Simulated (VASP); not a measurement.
# BeZn2Te3 (P6/mmm) in VASP: notebook

The runs below take BeZn2Te3 through single point, with PBE.

All numbers are computed with VASP 6.6.1; they aren't measurements. Logs are shortened: lines on timing, memory, paths and dates and some standing lists are left out, and cuts for length are marked.

## 1. The cell of the first run

It takes space group P6/mmm (No. 191, hexagonal). Conventional cell: a = 5.732 Å, b = 5.732 Å, c = 4.550 Å, α = 90.00°, β = 90.00°, γ = 120.00°. Within 4.4 Å of Be (site symmetry 6/mmm) lie 6 Zn at 3.31 Å and 12 Te at 3.66 Å. Zn (site symmetry -6m2) has 6 Te at 2.81 Å and 3 Zn at 3.31 Å and 3 Be at 3.31 Å within 3.7 Å. Within 3.7 Å of Te (site symmetry mmm) lie 4 Zn at 2.81 Å and 4 Te at 2.87 Å and 4 Be at 3.66 Å.

## 2. Single point, PBE

INCAR

```
PREC = Accurate
ENCUT = 520
EDIFF = 1E-7
ISMEAR = 0
SIGMA = 0.1
LREAL = False
LASPH = True
NELM = 60
ALGO = Normal
ISIF = 2
LWAVE = False
LCHARG = False
GGA = PE
NBANDS = 31
```

KPOINTS

```
Automatic mesh
0
Gamma
  6 6 4
```

POSCAR

```
BeZn2Te3
1.0
    5.7319224800      0.0000000000      0.0000000000
   -2.8659612400      4.9639904800      0.0000000000
    0.0000000000      0.0000000000      4.5504448400
Be Zn Te
1 2 3
Direct
    0.0000000000      0.0000000000      0.0000000000
    0.3333333300      0.6666666700      0.0000000000
    0.6666666700      0.3333333300      0.0000000000
    0.5000000000      0.5000000000      0.5000000000
    0.0000000000      0.5000000000      0.5000000000
    0.5000000000      0.0000000000      0.5000000000
```

Potentials or basis: VASP PAW PBE potentials, release 64 (Be, Zn, Te).

Started as:

```
$ cat potpaw_PBE.64/Be/POTCAR potpaw_PBE.64/Zn/POTCAR potpaw_PBE.64/Te/POTCAR > POTCAR
$ mpirun -np 1 vasp_std > vasp.out
```

OUTCAR:

```text
PREC = Accurate
   ENCUT = 520
   EDIFF = 1E-7
   ISMEAR = 0
   LREAL = False
   LASPH = True
   NELM = 60
   ISIF = 2
   GGA = PE

 ion  position               nearest neighbor table
   1  0.000  0.000  0.000-
   2  0.333  0.667  0.000-   6 2.81   6 2.81   5 2.81   5 2.81   4 2.81   4 2.81
   3  0.667  0.333  0.000-   6 2.81   6 2.81   5 2.81   5 2.81   4 2.81   4 2.81
   4  0.500  0.500  0.500-   2 2.81   3 2.81   2 2.81   3 2.81   6 2.87   6 2.87   5 2.87   5 2.87

   5  0.000  0.500  0.500-   2 2.81   3 2.81   2 2.81   3 2.81   6 2.87   6 2.87   4 2.87   4 2.87

   6  0.500  0.000  0.500-   2 2.81   3 2.81   2 2.81   3 2.81   4 2.87   5 2.87   4 2.87   5 2.87

  LATTYP: Found a hexagonal cell.
 ALAT       =     5.7319224800
 C/A-ratio  =     0.7938775962

  Lattice vectors:

 A1 = (   5.7319224800,   0.0000000000,   0.0000000000)
 A2 = (  -2.8659612400,   4.9639904800,   0.0000000000)
 A3 = (   0.0000000000,   0.0000000000,   4.5504448400)

Analysis of symmetry for initial positions (statically):
=====================================================================
 Subroutine PRICEL returns:
 Original cell was already a primitive cell.

 Routine SETGRP: Setting up the symmetry group for a
 hexagonal supercell.

 Subroutine GETGRP returns: Found 24 space group operations
 (whereof 24 operations were pure point group operations)
 out of a pool of 24 trial point group operations.

The static configuration has the point symmetry D_6h.

Analysis of symmetry for dynamics (positions and initial velocities):
=====================================================================
 Subroutine PRICEL returns:
 Original cell was already a primitive cell.

 Routine SETGRP: Setting up the symmetry group for a
 hexagonal supercell.

 Subroutine GETGRP returns: Found 24 space group operations
 (whereof 24 operations were pure point group operations)
 out of a pool of 24 trial point group operations.

The dynamic configuration has the point symmetry D_6h.

 Subroutine INISYM returns: Found 24 space group operations
 (whereof 24 operations are pure point group operations),
 and found     1 'primitive' translations

----------------------------------------------------------------------------------------

                                     Primitive cell

  volume of cell :     129.4748

  direct lattice vectors                    reciprocal lattice vectors
     5.731922480  0.000000000  0.000000000     0.174461536  0.100725415  0.000000000
    -2.865961240  4.963990480  0.000000000     0.000000000  0.201450830  0.000000000
     0.000000000  0.000000000  4.550444840     0.000000000  0.000000000  0.219758735

  length of vectors
     5.731922480  5.731922480  4.550444840     0.201450830  0.201450830  0.219758735

  position of ions in fractional coordinates (direct lattice)
     0.000000000  0.000000000  0.000000000
     0.333333330  0.666666670  0.000000000
     0.666666670  0.333333330  0.000000000
     0.500000000  0.500000000  0.500000000
     0.000000000  0.500000000  0.500000000
     0.500000000  0.000000000  0.500000000

  ion indices of the primitive-cell ions
   primitive index   ion index
                 1           1
                 2           2
                 3           3
                 4           4
                 5           5
                 6           6

----------------------------------------------------------------------------------------

 KPOINTS: Automatic mesh

Automatic generation of k-mesh.
 Grid dimensions read from file:
 generate k-points for:    6    6    4

 Generating k-lattice:

  Cartesian coordinates                     Fractional coordinates (reciprocal lattice)
     0.029076923  0.016787569  0.000000000     0.166666667  0.000000000  0.000000000
     0.000000000  0.033575138  0.000000000     0.000000000  0.166666667  0.000000000
     0.000000000  0.000000000  0.054939684     0.000000000  0.000000000  0.250000000

  Length of vectors
     0.033575138  0.033575138  0.054939684

  Shift w.r.t. Gamma in fractional coordinates (k-lattice)
     0.000000000  0.000000000  0.000000000

 Subroutine IBZKPT returns following result:
 ===========================================

 Found     21 irreducible k-points:

 Following reciprocal coordinates:
            Coordinates               Weight
  0.000000  0.000000  0.000000      1.000000
  0.166667 -0.000000  0.000000      6.000000
  0.333333 -0.000000  0.000000      6.000000
  0.500000 -0.000000  0.000000      3.000000
  0.166667  0.166667  0.000000      6.000000
  0.333333  0.166667  0.000000     12.000000
[... 13 lines left out ...]
  0.333333  0.166667  0.500000     12.000000
  0.333333  0.333333  0.500000      2.000000
   k-points           NKPTS =     21   k-points in BZ     NKDIM =     21   number of bands    NBANDS=     31
   number of dos      NEDOS =    301   number of ions     NIONS =      6
   total plane-waves  NPLWV =  82944
   dimension x,y,z NGX =    48 NGY =   48 NGZ =   36
   dimension x,y,z NGXF=    96 NGYF=   96 NGZF=   72
   ions per type =               1   2   3
   NGX,Y,Z   is equivalent  to a cutoff of  13.92, 13.92, 13.15 a.u.
   NGXF,Y,Z  is equivalent  to a cutoff of  27.84, 27.84, 26.30 a.u.
 SYSTEM =  unknown system
   PREC   = accura    normal or accurate (medium, high low for compatibility)
   ISTART =      0    job   : 0-new  1-cont  2-samecut
   ICHARG =      2    charge: 1-file 2-atom 10-const
   ISPIN  =      1    spin polarized calculation?
   LNONCOLLINEAR =      F non collinear calculations
   LSORBIT =      F    spin-orbit coupling
   LASPH  =      T    aspherical Exc in radial PAW
   ENCUT  =  520.0 eV  38.22 Ry    6.18 a.u.  10.66 10.66  8.46*2*pi/ulx,y,z
   NELM   =     60;   NELMIN=  2; NELMDL= -5     # of ELM steps
   EDIFF  = 0.1E-06   stopping-criterion for ELM
   LREAL  =      F    real-space projection
   EDIFFG = 0.1E-05   stopping-criterion for IOM
   NSW    =      0    number of steps for IOM
   IBRION =     -1    ionic relax: 0-MD 1-quasi-New 2-CG
   NFREE  =      0    steps in history (QN), initial steepest desc. (CG)
   ISIF   =      2    stress and relaxation
   ISYM   =      2    0-nonsym 1-usesym 2-fastsym
   POTIM  = 0.5000    time-step for ionic-motion
   TEBEG  =    0.0;   TEEND  =   0.0 temperature during run
   PSTRESS=    0.0 pullay stress
   NELECT =      44.0000    total number of electrons
   NUPDOWN=      -1.0000    fix difference up-down
   EMIN   =  10.00;   EMAX   =-10.00  energy-range for DOS
   EFERMI =   0.00;   METHOD = LEGACY
   ISMEAR =     0;   SIGMA  =   0.10  broadening in eV -4-tet -1-fermi 0-gaus
   EFERMI_NEDOS =   21; number of points for ismear=-14 and -15
   IALGO  =     38    algorithm
   IMIX   =      4    mixing-type and parameters
     AMIX     =   0.40;   BMIX     =  1.00
     AMIX_MAG =   1.60;   BMIX_MAG =  1.00
  volume/ion in A,a.u.               =      21.58       145.62
  Fermi-wavevector in a.u.,A,eV,Ry     =   1.142433  2.158885 17.757683  1.305153
  Thomas-Fermi vector in A             =   2.279131
   LORBIT       =      0    0 simple, 1 ext, 2 COOP (PROOUT), +10 PAW based schemes
   GGA     = PE    functional components
   LHFCALC =     F    Hartree Fock is set to
   AEXX    =    0.0000 exact exchange contribution
   IVDW    =     0    specifies the selected vdW correction
   LEPSILON=     F    determine dielectric tensor
   LRPA    =     F    only Hartree local field effects (RPA)
 non-spin polarized calculation
 Gauss-broadening in eV      SIGMA  =   0.10
  energy-cutoff  :      520.00
  volume of cell :      129.47
 maximum number of plane-waves:      3527
 NGX is ok and might be reduce to    48
   NGX = 21   NGY = 21   NGZ = 17

 number of electron      44.0000009 magnetization

 Free energy of the ion-electron system (eV)
  ---------------------------------------------------
  ext. energy  EPLUGINS =         0.00000000
  ---------------------------------------------------
  free energy    TOTEN  =        -8.87614202 eV

  energy without entropy =       -8.84252924  energy(sigma->0) =       -8.85933563

 E-fermi :   6.8402     XC(G=0): -10.1316

 val. band max:        6.8344314086   @ k =   0.0000   0.0000   0.5000
 cond. band min:       6.8438136759   @ k =   0.1667  -0.0000   0.0000
 fundamental gap:      0.0093822673
 Fermi energy:         6.8401616778

 k-point     1 :       0.0000    0.0000    0.0000
  band No.  band energies     occupation
      1      -8.6332      2.00000
      2      -3.9168      2.00000
      3      -3.9168      2.00000
      4      -2.8822      2.00000
      5      -1.0957      2.00000
      6      -1.0957      2.00000
[... 23 lines left out ...]
     30      10.4643      0.00000
     31      10.4643      0.00000

 k-point     2 :       0.1667   -0.0000    0.0000
  band No.  band energies     occupation
      1      -8.4961      2.00000
      2      -4.8991      2.00000
      3      -3.9982      2.00000
      4      -1.9949      2.00000
      5      -1.1000      2.00000
      6      -1.0895      2.00000
[... 23 lines left out ...]
     30      10.4289      0.00000
     31      10.4456      0.00000

 k-point     3 :       0.3333   -0.0000    0.0000
  band No.  band energies     occupation
      1      -8.1108      2.00000
      2      -6.0590      2.00000
      3      -4.1452      2.00000
      4      -1.3467      2.00000
      5      -1.1083      2.00000
      6      -1.0732      2.00000
[... 23 lines left out ...]
     30      11.3179      0.00000
     31      11.8703      0.00000

 k-point     4 :       0.5000   -0.0000    0.0000
  band No.  band energies     occupation
      1      -7.7527      2.00000
      2      -6.6870      2.00000
      3      -4.2123      2.00000
      4      -1.2124      2.00000
      5      -1.1123      2.00000
      6      -1.0611      2.00000
[... 533 lines left out ...]
     30      12.0863      0.00000
     31      12.6212      0.00000

 k-point    20 :       0.3333    0.1667    0.5000
  band No.  band energies     occupation
      1      -7.4295      2.00000
      2      -6.3243      2.00000
      3      -4.2756      2.00000
      4      -1.3364      2.00000
      5      -1.0754      2.00000
      6      -1.0100      2.00000
[... 23 lines left out ...]
     30      12.4143      0.00000
     31      12.4253      0.00000

 k-point    21 :       0.3333    0.3333    0.5000
  band No.  band energies     occupation
      1      -6.9188      2.00000
      2      -6.9188      2.00000
      3      -4.3932      2.00000
      4      -1.1272      2.00000
      5      -1.1272      2.00000
      6      -0.9780      2.00000
[... 23 lines left out ...]
     30      12.9402      0.00000
     31      12.9402      0.00000

------------------------ aborting loop because EDIFF is reached ----------------------------------------

  FORCE on cell =-STRESS in cart. coord.  units (eV):
  Direction    XX          YY          ZZ          XY          YZ          ZX
  --------------------------------------------------------------------------------------
  -------------------------------------------------------------------------------------
  Total       18.6029892     18.6029892      9.5610633      0.0000000     -0.0000000      0.0000000
  in kB      230.2015341    230.2015341    118.3127840      0.0000000     -0.0000000      0.0000000
  external PRESSURE =     192.9052841 kB  Pullay stress =       0.0000000 kB

 VOLUME and BASIS-vectors are now :
 -----------------------------------------------------------------------------
  energy-cutoff  :      520.00
  volume of cell :      129.47
      direct lattice vectors                 reciprocal lattice vectors
     5.731922480  0.000000000  0.000000000     0.174461536  0.100725415  0.000000000
    -2.865961240  4.963990480  0.000000000     0.000000000  0.201450830  0.000000000
     0.000000000  0.000000000  4.550444840     0.000000000  0.000000000  0.219758735

 POSITION                                       TOTAL-FORCE (eV/Angst)
 -----------------------------------------------------------------------------------
      0.00000      0.00000      0.00000        -0.000000      0.000000      0.000000
     -0.00000      3.30933      0.00000         0.000000      0.000000      0.000000
      2.86596      1.65466      0.00000        -0.000000      0.000000      0.000000
      1.43298      2.48200      2.27522        -0.000000      0.000000      0.000000
     -1.43298      2.48200      2.27522        -0.000000      0.000000      0.000000
      2.86596      0.00000      2.27522        -0.000000      0.000000      0.000000
 -----------------------------------------------------------------------------------
    total drift:                               -0.000000      0.000000     -0.000000

  FREE ENERGIE OF THE ION-ELECTRON SYSTEM (eV)
  ---------------------------------------------------
  free  energy   TOTEN  =        -8.8761420231 eV

  energy  without entropy=       -8.8425292367  energy(sigma->0) =       -8.85933563
```

Run time: 1.8 min. Hardware: 1 thread of AMD EPYC 7R13 (Zen 3), shared host; peak memory 0.28 GiB.

What came out:

| Item | Value |
| --- | --- |
| Free energy | -8.8761 eV |
| Pressure | 19.3 GPa |
| Band gap on the k mesh | zero (band 22 reaches 7.70 eV, above the bottom of band 23 at 5.77 eV) |

Levels at points of the mesh, in eV from the Fermi level:
| k point | band 19 | band 20 | band 21 | band 22 | band 23 | band 24 | band 25 | band 26 |
| --- | --- | --- | --- | --- | --- | --- | --- | --- |
| (0.00, 0.00, 0.00) | -1.45 | -0.95 | -0.95 | 0.86 | 0.93 | 1.93 | 1.93 | 2.18 |
| (0.50, 0.00, 0.00) | -2.52 | -2.48 | -2.26 | -1.51 | -1.07 | 0.14 | 0.70 | 1.84 |
| (0.00, 0.00, 0.50) | -3.68 | -2.71 | -0.74 | -0.19 | -0.19 | -0.01 | 3.10 | 4.00 |
| (0.50, 0.00, 0.50) | -2.31 | -2.26 | -1.99 | -1.91 | 1.41 | 2.08 | 2.51 | 2.56 |

Caveat: spin-orbit coupling is left out, which moves the levels of the heavy elements.

## 3. Single point, PBE

This run uses another cell than the first one, of 28.19 Å³/atom, 1.306 times its volume.

INCAR

```
  PREC = Accurate
  ENCUT = 520
  EDIFF = 1E-7
  ISMEAR = 0
  SIGMA = 0.1
  LREAL = False
  LASPH = True
  NELM = 100
  ALGO = Normal
  ISIF = 2
  LWAVE = False
  LCHARG = True
  GGA = PE
  LELF = True
  LVHAR = True
  NBANDS = 31
```

KPOINTS is that of step 2.

POSCAR

```
BeZn2Te3
1.0
    6.7159958800      0.0000000000      0.0000000000
   -3.3579979400      5.8162230438      0.0000000000
    0.0000000000      0.0000000000      4.3299876817
Be Zn Te
1 2 3
Direct
    0.0000000000      0.0000000000      0.0000000000
    0.3333333333      0.6666666667      0.0000000000
    0.6666666667      0.3333333333      0.0000000000
    0.5000000000      0.5000000000      0.5000000000
    0.0000000000      0.5000000000      0.5000000000
    0.5000000000      0.0000000000      0.5000000000
```

Potentials or basis: VASP PAW PBE potentials, release 64 (Be, Zn, Te).

Started as:

```
$ cat potpaw_PBE.64/Be/POTCAR potpaw_PBE.64/Zn/POTCAR potpaw_PBE.64/Te/POTCAR > POTCAR
$ mpirun -np 1 vasp_std > vasp.out
```

Run time: 1.9 min. Hardware: 1 thread of AMD EPYC 7R13 (Zen 3), shared host; peak memory 0.3 GiB.

Results (log left out):

```
Free energy            : -11.4541 eV
Pressure               : 0.1 GPa
Band gap on the k mesh : zero (band 22 reaches 4.85 eV, above the bottom of band 23 at 3.46 eV)
```

Stress tensor (GPa, compression positive):
```
 0.23  0.00  0.00
 0.00  0.23  0.00
 0.00  0.00 -0.01
```

Levels at points of the mesh, in eV from the Fermi level:
```
           k point  band 19  band 20  band 21  band 22  band 23  band 24  band 25  band 26
(0.00, 0.00, 0.00)    -1.06    -0.52    -0.52     0.90     1.01     1.01     2.00     2.32
(0.50, 0.00, 0.00)    -2.13    -1.91    -0.54    -0.29    -0.08     0.70     1.09     2.38
(0.00, 0.00, 0.50)    -3.18    -2.72    -0.49     0.87     0.87     1.06     1.14     1.66
(0.50, 0.00, 0.50)    -2.26    -1.60    -1.41    -1.39     0.42     1.56     1.61     2.31
```

Caveat: the k points lie up to 0.36 Å⁻¹ apart; spin-orbit coupling is left out, which moves the levels of the heavy elements.
